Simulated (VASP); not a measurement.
# NaH (Fm-3m) in VASP: vibrations by perturbation theory with PBE

Aim: the vibrations by perturbation theory of NaH with PBE.

Program: VASP 6.6.1. These are calculated values, not measurements. Logs are shortened: lines on timing, memory, paths and dates and some standing lists are left out, and cuts for length are marked.

## (1) The cell of the first run

Symmetry: Fm-3m, No. 225, cubic system. The conventional cell has a = 4.831 Å, b = 4.831 Å, c = 4.831 Å, α = 90.00°, β = 90.00°, γ = 90.00°. Na (site symmetry m-3m) has 6 H at 2.42 Å within 3.2 Å. H (site symmetry m-3m) has 6 Na at 2.42 Å within 3.2 Å.

## (2) Vibrations by perturbation theory, PBE

INCAR reads:

```
SYSTEM = NaH
PREC = Accurate
ENCUT = 520
EDIFF = 1E-8
ISMEAR = 0
SIGMA = 0.01
LREAL = .FALSE.
LASPH = .TRUE.
NELM = 80
ALGO = Normal
ISIF = 2
LWAVE = .FALSE.
LCHARG = .FALSE.
GGA = PE
NBANDS = 11
IBRION = 8
NSW = 1
LEPSILON = .TRUE.
```

KPOINTS reads:

```
Automatic mesh
0
G
  8 8 8
  0 0 0
```

POSCAR reads:

```
NaH
1.0
    0.0000000000      2.4156894544      2.4156894544
    2.4156894544      0.0000000000      2.4156894544
    2.4156894544      2.4156894544      0.0000000000
Na H
1 1
Direct
    0.5000000000      0.5000000000      0.5000000000
    0.0000000000      0.0000000000      0.0000000000
```

Potentials or basis: VASP PAW PBE potentials, release 64 (Na_pv, H).

On the command line:

```sh
$ cat potpaw_PBE.64/Na_pv/POTCAR potpaw_PBE.64/H/POTCAR > POTCAR
$ mpirun -np 1 vasp_std > vasp.out
```

OUTCAR:

```text
SYSTEM = NaH
   PREC = Accurate
   ENCUT = 520
   EDIFF = 1E-8
   ISMEAR = 0
   LREAL = .FALSE.
   LASPH = .TRUE.
   NELM = 80
   ISIF = 2
   GGA = PE
   IBRION = 8
   NSW = 1
   LEPSILON = .TRUE.

 ion  position               nearest neighbor table
   1  0.500  0.500  0.500-
   2  0.000  0.000  0.000-

  LATTYP: Found a face centered cubic cell.
 ALAT       =     4.8313789088

  Lattice vectors:

 A1 = (   0.0000000000,   2.4156894544,   2.4156894544)
 A2 = (   2.4156894544,   0.0000000000,   2.4156894544)
 A3 = (   2.4156894544,   2.4156894544,   0.0000000000)

Analysis of symmetry for initial positions (statically):
=====================================================================
 Subroutine PRICEL returns:
 Original cell was already a primitive cell.

 Routine SETGRP: Setting up the symmetry group for a
 face centered cubic supercell.

 Subroutine GETGRP returns: Found 48 space group operations
 (whereof 48 operations were pure point group operations)
 out of a pool of 48 trial point group operations.

The static configuration has the point symmetry O_h .

Analysis of symmetry for dynamics (positions and initial velocities):
=====================================================================
 Subroutine PRICEL returns:
 Original cell was already a primitive cell.

 Routine SETGRP: Setting up the symmetry group for a
 face centered cubic supercell.

 Subroutine GETGRP returns: Found 48 space group operations
 (whereof 48 operations were pure point group operations)
 out of a pool of 48 trial point group operations.

The dynamic configuration has the point symmetry O_h .

 Subroutine INISYM returns: Found 48 space group operations
 (whereof 48 operations are pure point group operations),
 and found     1 'primitive' translations

----------------------------------------------------------------------------------------

                                     Primitive cell

  volume of cell :      28.1938

  direct lattice vectors                    reciprocal lattice vectors
     0.000000000  2.415689454  2.415689454    -0.206980247  0.206980247  0.206980247
     2.415689454  0.000000000  2.415689454     0.206980247 -0.206980247  0.206980247
     2.415689454  2.415689454  0.000000000     0.206980247  0.206980247 -0.206980247

  length of vectors
     3.416300789  3.416300789  3.416300789     0.358500304  0.358500304  0.358500304

  position of ions in fractional coordinates (direct lattice)
     0.500000000  0.500000000  0.500000000
     0.000000000  0.000000000  0.000000000

  ion indices of the primitive-cell ions
   primitive index   ion index
                 1           1
                 2           2

----------------------------------------------------------------------------------------

 KPOINTS: Automatic mesh

Automatic generation of k-mesh.
 Grid dimensions read from file:
 generate k-points for:    8    8    8

 Generating k-lattice:

  Cartesian coordinates                     Fractional coordinates (reciprocal lattice)
    -0.025872531  0.025872531  0.025872531     0.125000000  0.000000000  0.000000000
     0.025872531 -0.025872531  0.025872531     0.000000000  0.125000000  0.000000000
     0.025872531  0.025872531 -0.025872531     0.000000000  0.000000000  0.125000000

  Length of vectors
     0.044812538  0.044812538  0.044812538

  Shift w.r.t. Gamma in fractional coordinates (k-lattice)
     0.000000000  0.000000000  0.000000000

 Subroutine IBZKPT returns following result:
[... 444 lines left out ...]

 VOLUME and BASIS-vectors are now :
 -----------------------------------------------------------------------------
  energy-cutoff  :      520.00
  volume of cell :       28.19
      direct lattice vectors                 reciprocal lattice vectors
     0.000000000  2.415689454  2.415689454    -0.206980247  0.206980247  0.206980247
     2.415689454  0.000000000  2.415689454     0.206980247 -0.206980247  0.206980247
     2.415689454  2.415689454  0.000000000     0.206980247  0.206980247 -0.206980247

 POSITION                                       TOTAL-FORCE (eV/Angst)
 -----------------------------------------------------------------------------------
      2.41569      2.41569      2.41569         0.000000      0.000000      0.000000
      0.00000      0.00000      0.00000        -0.000000     -0.000000     -0.000000
 -----------------------------------------------------------------------------------
    total drift:                                0.000000      0.000000      0.000000

  FREE ENERGIE OF THE ION-ELECTRON SYSTEM (eV)
  ---------------------------------------------------
  free  energy   TOTEN  =        -5.0876148986 eV

  energy  without entropy=       -5.0876148986  energy(sigma->0) =       -5.08761490

 HEAD OF MICROSCOPIC STATIC DIELECTRIC TENSOR (INDEPENDENT PARTICLE, excluding Hartree and local field effects)
 ------------------------------------------------------
           3.160743    -0.000000     0.000000
           0.000000     3.160743    -0.000000
           0.000000    -0.000000     3.160743
 ------------------------------------------------------

 Free energy of the ion-electron system (eV)
  ---------------------------------------------------
  ---------------------------------------------------
  free energy    TOTEN  =        -0.19247352 eV

  energy without entropy =       -0.19247352

------------------------ aborting loop because EDIFF is reached ----------------------------------------

--------------------------------------- Ionic step        2  -------------------------------------------

------------------------ aborting loop because EDIFF is reached ----------------------------------------

--------------------------------------- Ionic step        3  -------------------------------------------

------------------------ aborting loop because EDIFF is reached ----------------------------------------

 PIEZOELECTRIC TENSOR FIELD DIRECTION 3  (e Angst)
 -----------------------------------------------------------------------------
     0.00043  0.00000  0.00000           ( -0.00000  0.00000  0.00000)
     0.00000  0.00043  0.00000           (  0.00000 -0.00000  0.00000)
    -0.00000  0.00000 -0.00059           (  0.00000  0.00000 -0.00000)

 PIEZOELECTRIC TENSOR FIELD DIRECTION 3  (C/m^2)
 -----------------------------------------------------------------------------
     0.00025  0.00000  0.00000
     0.00000  0.00025  0.00000
    -0.00000  0.00000 -0.00034

--------------------------------------- Ionic step        4  -------------------------------------------

------------------------ aborting loop because EDIFF is reached ----------------------------------------

[... ionic steps 5 to 6 ...]

--------------------------------------- Ionic step        7  -------------------------------------------

 Free energy of the ion-electron system (eV)
  ---------------------------------------------------
  ---------------------------------------------------
  free energy    TOTEN  =        -0.01790530 eV

  energy without entropy =       -0.01790530

------------------------ aborting loop because EDIFF is reached ----------------------------------------

 INTERNAL STRAIN TENSOR  FOR ION    2  DIRECTION 1   (eV/Angst):
 -----------------------------------------------------------------------------
     0.00627  0.00000  0.00000
     0.00000 -0.00375  0.00000
     0.00000  0.00000 -0.00375

 MACROSCOPIC STATIC DIELECTRIC TENSOR (including local field effects in DFT)
 ------------------------------------------------------
           3.116601    -0.000000     0.000000
          -0.000000     3.116601     0.000000
          -0.000000    -0.000000     3.116601
 ------------------------------------------------------

 PIEZOELECTRIC TENSOR (including local field effects)  for field in x, y, z        (e  Angst)
          XX          YY          ZZ          XY          YZ          ZX
  --------------------------------------------------------------------------------
  x     0.00000     0.00000     0.00000     0.00000     0.00000     0.00000
  y     0.00000     0.00000     0.00000     0.00000     0.00000     0.00000
  z     0.00000     0.00000     0.00000     0.00000     0.00000     0.00000

 PIEZOELECTRIC TENSOR (including local field effects)  for field in x, y, z        (C/m^2)
          XX          YY          ZZ          XY          YZ          ZX
  --------------------------------------------------------------------------------
  x     0.00000     0.00000     0.00000     0.00000     0.00000     0.00000
  y     0.00000     0.00000     0.00000     0.00000     0.00000     0.00000
  z     0.00000     0.00000     0.00000     0.00000     0.00000     0.00000

 BORN EFFECTIVE CHARGES (including local field effects) (in |e|, cummulative output)
 ---------------------------------------------------------------------------------
 ion    1
    1     0.97053    -0.00000     0.00000
    2    -0.00000     0.97053    -0.00000
    3     0.00000     0.00000     0.97053
 ion    2
    1    -0.97053     0.00000    -0.00000
    2     0.00000    -0.97053     0.00000
    3    -0.00000    -0.00000    -0.97053

 INTERNAL STRAIN TENSOR FOR ION    2 for displacements in x,y,z  (eV/Angst):
          X           Y           Z          XY          YZ          ZX
  --------------------------------------------------------------------------------
  x     0.00000     0.00000     0.00000     0.00000     0.00000     0.00000
  y     0.00000     0.00000     0.00000     0.00000     0.00000     0.00000
  z     0.00000     0.00000     0.00000     0.00000     0.00000     0.00000

 SECOND DERIVATIVES (NOT SYMMETRIZED)
 ------------------------------------
               1X          1Y          1Z          2X          2Y          2Z
  1X    -0.867241    0.000000    0.000000    0.867241    0.000000    0.000000
  1Y     0.000000   -0.867241    0.000000    0.000000    0.867241    0.000000
  1Z     0.000000    0.000000   -0.867241    0.000000    0.000000    0.867241
  2X     0.877429    0.000000    0.000000   -0.877429    0.000000    0.000000
  2Y     0.000000    0.877429    0.000000    0.000000   -0.877429    0.000000
  2Z     0.000000    0.000000    0.877429    0.000000    0.000000   -0.877429

 Eigenvectors and eigenvalues of the dynamical matrix
 ----------------------------------------------------

   1 f  =   14.955378 THz    93.967414 2PiTHz  498.857728 cm-1    61.850448 meV
             X         Y         Z           dx          dy          dz
      2.415689  2.415689  2.415689     0.000000    0.203030    0.000000
      0.000000  0.000000  0.000000     0.000000   -0.979172    0.000000
[... 21 lines left out ...]
   6 f/i=    0.017362 THz     0.109086 2PiTHz    0.579118 cm-1     0.071801 meV
             X         Y         Z           dx          dy          dz
      2.415689  2.415689  2.415689     0.000000    0.000000    0.979172
      0.000000  0.000000  0.000000     0.000000    0.000000    0.203030

--------------------------------------------------------------------------------------------------------

 MACROSCOPIC STATIC DIELECTRIC TENSOR IONIC CONTRIBUTION
 ------------------------------------------------------
           6.930158    -0.000000     0.000000
          -0.000000     6.930158    -0.000000
           0.000000    -0.000000     6.930158
 ------------------------------------------------------

 ELASTIC MODULI CONTR FROM IONIC RELAXATION (kBar)
 Direction    XX          YY          ZZ          XY          YZ          ZX
 --------------------------------------------------------------------------------
 XX           0.0000      0.0000      0.0000      0.0000      0.0000      0.0000
 YY           0.0000      0.0000      0.0000      0.0000      0.0000      0.0000
 ZZ           0.0000      0.0000      0.0000      0.0000      0.0000      0.0000
 XY           0.0000      0.0000      0.0000      0.0000      0.0000      0.0000
 YZ           0.0000      0.0000      0.0000      0.0000      0.0000      0.0000
 ZX           0.0000      0.0000      0.0000      0.0000      0.0000      0.0000
 --------------------------------------------------------------------------------

 PIEZOELECTRIC TENSOR IONIC CONTR  for field in x, y, z        (C/m^2)
          XX          YY          ZZ          XY          YZ          ZX
  --------------------------------------------------------------------------------
  x     0.00000     0.00000     0.00000     0.00000     0.00000     0.00000
  y     0.00000     0.00000     0.00000     0.00000     0.00000     0.00000
  z     0.00000     0.00000     0.00000     0.00000     0.00000     0.00000
```

Wall time 99 s (1 thread of AMD EPYC 9R45 (Zen 5), shared host); peak memory 0.17 GiB.

What came out:

| Item | Value |
| --- | --- |
| Electronic dielectric tensor (diagonal) | 3.12 |
| Born charges (mean of the diagonal) | Na +0.97; H -0.97 e |
| Highest phonon frequency at Γ | 499 cm⁻¹ |

Phonon frequencies in cm⁻¹ (negative: imaginary):
```tsv
q point	frequencies
(0.000, 0.000, 0.000)	-1 -1 -1 499 499 499
```

Electronic dielectric tensor:
```
3.12 0.00 0.00
0.00 3.12 0.00
0.00 0.00 3.12
```

Born effective charge tensors (e):
atom 1, Na
```
0.97 0.00 0.00
0.00 0.97 0.00
0.00 0.00 0.97
```
atom 2, H
```
-0.97  0.00  0.00
 0.00 -0.97  0.00
 0.00  0.00 -0.97
```
